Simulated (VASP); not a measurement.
# AlN (P1) in VASP: a series of runs

AlN is run at these levels: PBEsol; tasks: single point.

Program: VASP 6.6.1. These are calculated values, not measurements. Logs are shortened: lines on timing, memory, paths and dates and some standing lists are left out, and cuts for length are marked.

**1. The cell of the first run**

The typed cell holds 16 atoms: a = 6.180 Å, b = 6.180 Å, c = 6.180 Å, α = 60.00°, β = 60.00°, γ = 60.00°.

**2. Single point, PBEsol**

File INCAR:

```
SYSTEM = AlN
PREC = Accurate
ENCUT = 520
EDIFF = 1E-7
ISMEAR = -1
SIGMA = 0.026
LREAL = Auto
LASPH = .TRUE.
NELM = 80
ALGO = Normal
ISIF = 2
LWAVE = .FALSE.
LCHARG = .FALSE.
GGA = PS
NBANDS = 46
```

File KPOINTS:

```
regular mesh
0
G
  4 4 4
  0 0 0
```

File POSCAR:

```
AlN
1.0
    0.0000000000      4.3697528416      4.3697528416
    4.3697528416      0.0000000000      4.3697528416
    4.3697528416      4.3697528416      0.0000000000
Al N
8 8
Direct
    0.0062027536     -0.0149906648      0.0015672511
   -0.0034257086      0.0108144560      0.4837370846
   -0.0053091103      0.5087284294      0.0015201089
   -0.0002442930      0.4917876543      0.5125210924
    0.5032415058      0.0006256647     -0.0037681765
    0.5081330868      0.0044492219      0.5029691792
    0.4978701494      0.4957910844      0.0022892599
    0.4898285046      0.5015804279      0.5044101074
    0.1327442354      0.1379669565      0.0973092794
    0.1297450956      0.1155147713      0.6229485050
    0.1243151546      0.6173746200      0.1379404103
    0.1204430820      0.6262481196      0.6296602119
    0.6275674161      0.1188450512      0.1273967934
    0.6296675349      0.1328012181      0.6178558829
    0.6185550071      0.6283278711      0.1240332164
    0.6240957095      0.6252591620      0.6327506612
```

Potentials or basis: VASP PAW PBE potentials, release 64 (Al, N).

Launch:

```
cat potpaw_PBE.64/Al/POTCAR potpaw_PBE.64/N/POTCAR > POTCAR
mpirun -np 1 vasp_std > vasp.out
```

OUTCAR:

```text
SYSTEM = AlN
   PREC = Accurate
   ENCUT = 520
   EDIFF = 1E-7
   ISMEAR = -1
   LREAL = Auto
   LASPH = .TRUE.
   NELM = 80
   ISIF = 2
   GGA = PS

 ion  position               nearest neighbor table
   1  0.006  0.985  0.002-  11 1.86   9 1.90  10 1.91  13 1.91   3 2.98   7 3.03   2 3.03   5 3.08
                             4 3.08   6 3.09   6 3.09   4 3.10   5 3.10   7 3.15   2 3.15   3 3.20
   2  0.997  0.011  0.484-  14 1.85  10 1.91  12 1.94   9 1.95   6 2.98   3 3.03   1 3.03   5 3.07
                             4 3.08   8 3.08   8 3.10   5 3.11   4 3.11   3 3.15   1 3.15   6 3.20
   3  0.995  0.509  0.002-  12 1.88   9 1.88  11 1.89  15 1.90   1 2.98   2 3.03   5 3.04   4 3.06
                             8 3.07   7 3.07   7 3.11   8 3.11   4 3.12   5 3.14   2 3.15   1 3.20
   4  1.000  0.492  0.513-  12 1.88  11 1.89  16 1.90  10 1.90   8 3.03   3 3.06   7 3.06   2 3.08
                             1 3.08   6 3.08   1 3.10   6 3.10   2 3.11   7 3.12   3 3.12   8 3.15
   5  0.503  0.001  0.996-   9 1.87  15 1.88  13 1.89  14 1.91   6 3.02   3 3.04   7 3.06   8 3.07
                             2 3.07   1 3.08   1 3.10   2 3.11   8 3.11   7 3.12   3 3.14   6 3.16
   6  0.508  0.004  0.503-  14 1.84  13 1.90  10 1.91  16 1.91   2 2.98   5 3.02   8 3.02   7 3.07
                             4 3.08   1 3.09   1 3.09   4 3.10   7 3.12   5 3.16   8 3.16   2 3.20
   7  0.498  0.496  0.002-  16 1.87  11 1.89  15 1.89  13 1.90   1 3.03   5 3.06   4 3.06   6 3.07
                             3 3.07   8 3.08   8 3.10   3 3.11   4 3.12   6 3.12   5 3.12   1 3.15
   8  0.490  0.502  0.504-  14 1.86  12 1.86  15 1.92  16 1.95   6 3.02   4 3.03   3 3.07   5 3.07
                             2 3.08   7 3.08   7 3.10   2 3.10   5 3.11   3 3.11   4 3.15   6 3.16
   9  0.133  0.138  0.097-   5 1.87   3 1.88   1 1.90   2 1.95
  10  0.130  0.116  0.623-   4 1.90   2 1.91   1 1.91   6 1.91
  11  0.124  0.617  0.138-   1 1.86   7 1.89   4 1.89   3 1.89
  12  0.120  0.626  0.630-   8 1.86   3 1.88   4 1.88   2 1.94
  13  0.628  0.119  0.127-   5 1.89   6 1.90   7 1.90   1 1.91
  14  0.630  0.133  0.618-   6 1.84   2 1.85   8 1.86   5 1.91
  15  0.619  0.628  0.124-   5 1.88   7 1.89   3 1.90   8 1.92
  16  0.624  0.625  0.633-   7 1.87   4 1.90   6 1.91   8 1.95

  LATTYP: Found a face centered cubic cell.
 ALAT       =     8.7395056832

  Lattice vectors:

 A1 = (   0.0000000000,   4.3697528416,   4.3697528416)
 A2 = (   4.3697528416,   0.0000000000,   4.3697528416)
 A3 = (   4.3697528416,   4.3697528416,   0.0000000000)

Analysis of symmetry for initial positions (statically):
=====================================================================
 Subroutine PRICEL returns:
 Original cell was already a primitive cell.

 Routine SETGRP: Setting up the symmetry group for a
 face centered cubic supercell.

 Subroutine GETGRP returns: Found  1 space group operations
[... 157 lines left out ...]
   NUPDOWN=      -1.0000    fix difference up-down
   EMIN   =  10.00;   EMAX   =-10.00  energy-range for DOS
   EFERMI =   0.00;   METHOD = LEGACY
   ISMEAR =    -1;   SIGMA  =   0.03  broadening in eV -4-tet -1-fermi 0-gaus
   EFERMI_NEDOS =   21; number of points for ismear=-14 and -15
   IALGO  =     38    algorithm
   IMIX   =      4    mixing-type and parameters
     AMIX     =   0.40;   BMIX     =  1.00
     AMIX_MAG =   1.60;   BMIX_MAG =  1.00
  volume/ion in A,a.u.               =      10.43        70.38
  Fermi-wavevector in a.u.,A,eV,Ry     =   1.189418  2.247675 19.248378  1.414716
  Thomas-Fermi vector in A             =   2.325526
   LORBIT       =      0    0 simple, 1 ext, 2 COOP (PROOUT), +10 PAW based schemes
   GGA     = PS    functional components
   LHFCALC =     F    Hartree Fock is set to
   AEXX    =    0.0000 exact exchange contribution
   IVDW    =     0    specifies the selected vdW correction
   LEPSILON=     F    determine dielectric tensor
   LRPA    =     F    only Hartree local field effects (RPA)
 non-spin polarized calculation
  energy-cutoff  :      520.00
  volume of cell :      166.88
 maximum number of plane-waves:      4573
 NGX is ok and might be reduce to    48
   NGX = 23   NGY = 23   NGZ = 23

 number of electron      64.0000000 magnetization

 Free energy of the ion-electron system (eV)
  ---------------------------------------------------
  ext. energy  EPLUGINS =         0.00000000
  ---------------------------------------------------
  free energy    TOTEN  =      -124.57294490 eV

  energy without entropy =     -124.57294490  energy(sigma->0) =     -124.57294490

 E-fermi :   6.4704     XC(G=0): -11.1259

 val. band max:        5.9296999389   @ k =   0.0000   0.0000   0.0000
 cond. band min:       8.9064344502   @ k =   0.0000   0.0000   0.0000
 fundamental gap:      2.9767345113
 Fermi energy:         6.4703525475

 k-point     1 :       0.0000    0.0000    0.0000
  band No.  band energies     occupation
      1      -9.0960      2.00000
      2      -7.2638      2.00000
      3      -6.9798      2.00000
      4      -6.8939      2.00000
      5      -6.8876      2.00000
      6      -6.5036      2.00000
[... 1117 lines left out ...]
     43      15.5357      0.00000
     44      15.6633      0.00000

 [... further k-points ...]

 [bands above 44 left out]

------------------------ aborting loop because EDIFF is reached ----------------------------------------

  FORCE on cell =-STRESS in cart. coord.  units (eV):
  Direction    XX          YY          ZZ          XY          YZ          ZX
  --------------------------------------------------------------------------------------
  -------------------------------------------------------------------------------------
  Total        1.3782309      1.2250476      1.2364666     -0.5978473      0.4716927      0.2434322
  in kB       13.2321966     11.7615064     11.8711382     -5.7398460      4.5286542      2.3371575
  external PRESSURE =      12.2882804 kB  Pullay stress =       0.0000000 kB

 VOLUME and BASIS-vectors are now :
 -----------------------------------------------------------------------------
  energy-cutoff  :      520.00
  volume of cell :      166.88
      direct lattice vectors                 reciprocal lattice vectors
     0.000000000  4.369752842  4.369752842    -0.114422948  0.114422948  0.114422948
     4.369752842  0.000000000  4.369752842     0.114422948 -0.114422948  0.114422948
     4.369752842  4.369752842  0.000000000     0.114422948  0.114422948 -0.114422948

 POSITION                                       TOTAL-FORCE (eV/Angst)
 -----------------------------------------------------------------------------------
      4.31110      0.03395      4.33135         0.490206     -0.725348      0.685321
      2.16107      6.46859      4.40204        -0.488566      1.030756      0.528166
      2.22966      4.35320      6.56957        -0.220096     -0.075180     -0.274342
      4.38858      6.60828      6.51768        -0.082829     -0.224483     -0.282471
      4.35602      6.55233      2.20178         0.127368      0.037693      0.052355
      2.21729      4.41827      2.23986        -0.836688     -0.789443     -1.197919
[... 8 lines left out ...]
      3.28763      3.24493      5.44857         0.146562      0.437745     -0.049266
      5.49719      5.49211      5.45937        -0.425264     -0.457080     -0.074363
 -----------------------------------------------------------------------------------
    total drift:                               -0.001903      0.007397     -0.001781

  FREE ENERGIE OF THE ION-ELECTRON SYSTEM (eV)
  ---------------------------------------------------
  free  energy   TOTEN  =      -124.5729448969 eV

  energy  without entropy=     -124.5729448968  energy(sigma->0) =     -124.57294490
```

OSZICAR:

```text
N       E                     dE             d eps       ncg     rms          rms(c)
DAV:   1     0.249151699257E+03    0.24915E+03   -0.29452E+04  3312   0.125E+03
DAV:   2    -0.117598002034E+03   -0.36675E+03   -0.34720E+03  4248   0.255E+02
DAV:   3    -0.142137303448E+03   -0.24539E+02   -0.24367E+02  4216   0.696E+01
DAV:   4    -0.142428404086E+03   -0.29110E+00   -0.29068E+00  3910   0.844E+00
DAV:   5    -0.142433039234E+03   -0.46351E-02   -0.46338E-02  4056   0.105E+00    0.234E+01
DAV:   6    -0.124837689538E+03    0.17595E+02   -0.66062E+01  4000   0.312E+01    0.855E+00
DAV:   7    -0.124720701468E+03    0.11699E+00   -0.21086E+00  3758   0.592E+00    0.564E+00
DAV:   8    -0.124583549528E+03    0.13715E+00   -0.24857E-01  3736   0.273E+00    0.730E-01
DAV:   9    -0.124572274811E+03    0.11275E-01   -0.43983E-02  4024   0.811E-01    0.457E-01
DAV:  10    -0.124573172435E+03   -0.89762E-03   -0.42877E-03  3938   0.275E-01    0.213E-01
DAV:  11    -0.124572947847E+03    0.22459E-03   -0.61041E-04  3974   0.119E-01    0.638E-02
DAV:  12    -0.124572947284E+03    0.56244E-06   -0.10739E-04  3782   0.462E-02    0.267E-02
DAV:  13    -0.124572945627E+03    0.16575E-05   -0.30773E-06  4254   0.111E-02    0.167E-02
DAV:  14    -0.124572945115E+03    0.51223E-06   -0.20396E-06  3754   0.698E-03    0.460E-03
DAV:  15    -0.124572944930E+03    0.18423E-06   -0.31266E-07  3584   0.252E-03    0.153E-03
DAV:  16    -0.124572944897E+03    0.33509E-07   -0.71840E-08  2214   0.124E-03
   1 F= -.12457294E+03 E0= -.12457294E+03  d E =-.484919E-10
```

It took 5.8 min on 1 thread of Intel Xeon 6975P-C (Granite Rapids), shared host; peak memory 0.38 GiB.

What came out:

```
Free energy            : -124.5729 eV
Pressure               : 1.2 GPa
Largest force          : 1.661 eV/Å
Band gap on the k mesh : 2.98 eV
```

Forces on the atoms (eV/Å):
```
Al   0.490 -0.725  0.685
Al  -0.489  1.031  0.528
Al  -0.220 -0.075 -0.274
Al  -0.083 -0.224 -0.282
Al   0.127  0.038  0.052
Al  -0.837 -0.789 -1.198
Al  -0.002  0.380  0.086
Al   0.327  0.131  1.205
N    0.604  0.751 -1.166
N    0.211 -0.028  0.140
N   -0.272 -0.202 -0.107
N    0.187 -0.579  0.438
N    0.004  0.096  0.265
N    0.230  0.214 -0.248
N    0.147  0.438 -0.049
N   -0.425 -0.457 -0.074
```

Levels at points of the mesh, in eV from the valence-band top:
```csv
k point,band 28,band 29,band 30,band 31,band 32,band 33,band 34,band 35,band 36,band 37
"(0.00, 0.00, 0.00)",-0.40,-0.35,-0.05,-0.03,0.00,2.98,3.07,3.32,4.06,7.09
"(0.50, 0.00, 0.00)",-1.18,-0.31,-0.29,-0.27,-0.23,5.45,5.60,5.60,5.72,5.81
"(0.00, 0.50, 0.00)",-1.20,-0.36,-0.31,-0.26,-0.20,5.47,5.57,5.59,5.67,5.87
"(0.00, 0.00, 0.50)",-1.12,-0.35,-0.31,-0.30,-0.24,5.47,5.56,5.61,5.70,5.84
"(0.50, 0.50, 0.50)",-1.13,-0.43,-0.33,-0.22,-0.18,5.44,5.58,5.63,5.69,5.82
"(0.50, 0.50, 0.00)",-0.86,-0.71,-0.69,-0.47,-0.37,5.66,5.71,5.80,6.10,7.47
"(0.00, 0.50, 0.50)",-0.92,-0.66,-0.62,-0.54,-0.42,5.64,5.70,5.82,6.11,7.42
"(0.50, 0.00, 0.50)",-0.96,-0.66,-0.62,-0.54,-0.42,5.66,5.68,5.83,6.10,7.46
```

Caveat: the structure was generated, so it needn't be the stable form of AlN; the PAW data sets were made with another functional, which shifts forces and pressure a little.

**3. Single point, PBEsol**

File INCAR:

```
SYSTEM = AlN
PREC = Accurate
ENCUT = 520
EDIFF = 1E-6
ISMEAR = -1
SIGMA = 0.026
LREAL = Auto
LASPH = .TRUE.
NELM = 60
ALGO = Normal
ISIF = 2
LWAVE = .FALSE.
LCHARG = .TRUE.
GGA = PS
LELF = .TRUE.
LVHAR = .TRUE.
NBANDS = 46
```

KPOINTS is that of step 2.

File POSCAR:

```
AlN
1.0
    0.0000000000      4.3697528416      4.3697528416
    4.3697528416      0.0000000000      4.3697528416
    4.3697528416      4.3697528416      0.0000000000
Al N
8 8
Direct
    0.0061820430     -0.0076613029     -0.0065337791
    0.0126896193      0.0094072826      0.4751029578
   -0.0106615870      0.5104958063      0.0018299662
   -0.0050820952      0.4854250519      0.5207391774
    0.5049966394      0.0030963994     -0.0058059348
    0.5029650600     -0.0056998647      0.5003340187
    0.5005899828      0.4893758474      0.0085417875
    0.4916567545      0.5169394201      0.5008666575
    0.1218920198      0.1242132037      0.1196479570
    0.1319794325      0.1163680232      0.6227669158
    0.1237765658      0.6087804268      0.1390369254
    0.1118634206      0.6453066345      0.6192902890
    0.6356238215      0.1176423516      0.1256222079
    0.6279499321      0.1350836126      0.6242851939
    0.6184757120      0.6261187072      0.1326967499
    0.6220125253      0.6238318502      0.6261411341
```

Potentials or basis: VASP PAW PBE potentials, release 64 (Al, N).

Launch:

```
cat potpaw_PBE.64/Al/POTCAR potpaw_PBE.64/N/POTCAR > POTCAR
mpirun -np 1 vasp_std > vasp.out
```

Run time: 5.3 min. Hardware: 1 thread of Intel Xeon 6975P-C (Granite Rapids), shared host; peak memory 0.38 GiB.

It converged, with:

```
Free energy            : -124.4168 eV
Pressure               : 1.5 GPa
Largest force          : 2.194 eV/Å
Band gap on the k mesh : 2.77 eV
```

Forces in eV/Å, atoms in the order of the input:
```
Al   0.058  0.790 -0.439
Al   1.627  0.062 -1.470
Al  -0.758  0.303 -0.004
Al  -0.183 -0.788  1.196
Al   0.040 -0.291 -0.209
Al   0.592  0.593  1.023
Al   0.411 -0.348  0.188
Al  -0.833  0.121 -1.298
N   -0.569 -0.608  1.450
N    0.140 -0.003  0.073
N    0.177 -0.246  0.561
N   -0.588  1.143 -0.817
N    0.063 -0.388 -0.366
N   -0.576 -0.623 -0.187
N   -0.314 -0.615  0.292
N    0.712  0.899  0.008
```

Stress tensor (GPa, compression positive):
```
 1.55  0.69 -0.18
 0.69  1.62 -0.56
-0.18 -0.56  1.43
```

Levels at points of the mesh, in eV from the valence-band top:
```tsv
k point	band 29	band 30	band 31	band 32	band 33	band 34	band 35	band 36
(0.00, 0.00, 0.00)	-0.36	-0.11	-0.05	0.00	2.77	3.17	3.28	4.01
(0.50, 0.00, 0.00)	-0.39	-0.33	-0.32	-0.27	5.27	5.43	5.58	5.76
(0.00, 0.50, 0.00)	-0.41	-0.36	-0.30	-0.21	5.32	5.38	5.65	5.71
(0.00, 0.00, 0.50)	-0.37	-0.34	-0.27	-0.22	5.26	5.46	5.64	5.66
(0.50, 0.50, 0.50)	-0.46	-0.42	-0.30	-0.15	5.26	5.42	5.60	5.69
(0.50, 0.50, 0.00)	-0.83	-0.67	-0.43	-0.42	5.40	5.83	5.87	5.97
(0.00, 0.50, 0.50)	-0.77	-0.63	-0.53	-0.47	5.41	5.78	5.88	5.97
(0.50, 0.00, 0.50)	-0.78	-0.64	-0.51	-0.47	5.41	5.79	5.89	5.98
```

Caveat: the structure was generated, so it needn't be the stable form of AlN; the PAW data sets were made with another functional, which shifts forces and pressure a little.

**4. Single point, PBEsol**

File INCAR:

```
PREC = Accurate ; ENCUT = 520
EDIFF = 1E-7 ; ISMEAR = -1
SIGMA = 0.026 ; LREAL = Auto
LASPH = True ; NELM = 100
ALGO = Normal ; ISIF = 2
LWAVE = False ; LCHARG = True
GGA = PS ; LELF = True
LVHAR = True ; NBANDS = 46
```

File KPOINTS:

```
regular mesh
0
Gamma
  4 4 4
```

File POSCAR:

```
AlN
1.0
    0.0000000000      4.3697528416      4.3697528416
    4.3697528416      0.0000000000      4.3697528416
    4.3697528416      4.3697528416      0.0000000000
Al N
8 8
Direct
    0.0075833808     -0.0096507747     -0.0003335429
   -0.0033840587      0.0061919978      0.5009890901
   -0.0031799281      0.4985960486     -0.0023677541
   -0.0025584971      0.5006177876      0.5015185251
    0.5006269415      0.0072374803     -0.0094174663
    0.5076605200     -0.0049966213      0.4994200082
    0.4970702186      0.4941325238      0.0133838233
    0.4935782590      0.5064686906      0.5027991467
    0.1336445152      0.1338042496      0.1069565069
    0.1305882783      0.1235752958      0.6234575727
    0.1238120369      0.6230013684      0.1259338960
    0.1236204929      0.6187986136      0.6310826035
    0.6275239354      0.1186686110      0.1242984488
    0.6233262152      0.1319327479      0.6107630332
    0.6198206393      0.6342363288      0.1205123079
    0.6226781236      0.6186849916      0.6454542401
```

Launch:

```
cat potpaw_PBE.64/Al/POTCAR potpaw_PBE.64/N/POTCAR > POTCAR
mpirun -np 1 vasp_std > vasp.out
```

It took 4.9 min on 1 thread of Intel Xeon 6975P-C (Granite Rapids), shared host; peak memory 0.38 GiB.

Results (log left out):

| Quantity | Value |
| --- | --- |
| Free energy | -124.5853 eV |
| Pressure | 1.5 GPa |
| Largest force | 1.705 eV/Å |
| Band gap on the k mesh | 3.07 eV |

Forces in eV/Å, atoms in the order of the input:
```
Al   0.516 -0.571  0.412
Al  -0.904 -0.016  0.279
Al   0.676  0.060  0.167
Al  -0.060  0.282 -0.241
Al  -0.225  0.182  0.045
Al  -0.168 -0.538 -0.584
Al  -0.250 -0.089 -0.028
Al  -0.185  0.183  0.468
N    0.501  0.594 -1.518
N   -0.106 -0.238 -0.234
N    0.015  0.207 -0.455
N    0.281 -0.968  0.885
N    0.069  0.286  0.280
N    0.528  0.917  0.433
N    0.236  0.760 -0.236
N   -0.923 -1.050  0.328
```

Stress tensor (GPa, compression positive):
```
 1.50 -0.34  0.39
-0.34  1.38  0.33
 0.39  0.33  1.48
```

Levels at points of the mesh, in eV from the valence-band top:
| k point | band 28 | band 29 | band 30 | band 31 | band 32 | band 33 | band 34 | band 35 | band 36 | band 37 |
| --- | --- | --- | --- | --- | --- | --- | --- | --- | --- | --- |
| (0.00, 0.00, 0.00) | -0.46 | -0.42 | -0.06 | -0.05 | 0.00 | 3.07 | 3.11 | 3.23 | 4.04 | 7.14 |
| (0.50, 0.00, 0.00) | -1.17 | -0.32 | -0.31 | -0.29 | -0.23 | 5.49 | 5.55 | 5.63 | 5.75 | 5.84 |
| (0.00, 0.50, 0.00) | -1.18 | -0.37 | -0.33 | -0.28 | -0.19 | 5.47 | 5.54 | 5.59 | 5.74 | 5.85 |
| (0.00, 0.00, 0.50) | -1.12 | -0.37 | -0.34 | -0.30 | -0.25 | 5.52 | 5.60 | 5.67 | 5.73 | 5.82 |
| (0.50, 0.50, 0.50) | -1.16 | -0.38 | -0.30 | -0.28 | -0.22 | 5.45 | 5.56 | 5.64 | 5.76 | 5.82 |
| (0.50, 0.50, 0.00) | -0.92 | -0.65 | -0.62 | -0.54 | -0.44 | 5.71 | 5.78 | 5.82 | 5.96 | 7.52 |
| (0.00, 0.50, 0.50) | -0.98 | -0.64 | -0.59 | -0.54 | -0.49 | 5.73 | 5.75 | 5.83 | 5.94 | 7.54 |
| (0.50, 0.00, 0.50) | -1.00 | -0.62 | -0.58 | -0.55 | -0.49 | 5.71 | 5.80 | 5.84 | 5.94 | 7.52 |

Caveat: the structure was generated, so it needn't be the stable form of AlN; the PAW data sets were made with another functional, which shifts forces and pressure a little.

**5. The runs side by side**

| cell | gap on the mesh (eV) | pressure (GPa) | largest force (eV/Å) |
| --- | --- | --- | --- |
| as given, atomic positions A | 2.98 | 1.2 | 1.66 |
| as given, atomic positions B | 2.77 | 1.5 | 2.19 |
| as given, atomic positions C | 3.07 | 1.5 | 1.70 |

Alike in all rows: task single point; level PBEsol; potentials or basis VASP PAW PBE potentials, release 64 (Al, N); no spin polarisation; k mesh 4 × 4 × 4; cutoff (eV) 520; smearing fermi-dirac 0.026 eV.

Caveats: the structure was generated, so it needn't be the stable form of AlN; the PAW data sets were made with another functional, which shifts forces and pressure a little.

Total energies depend on the potentials used, so only differences within one code and one set of settings carry meaning.
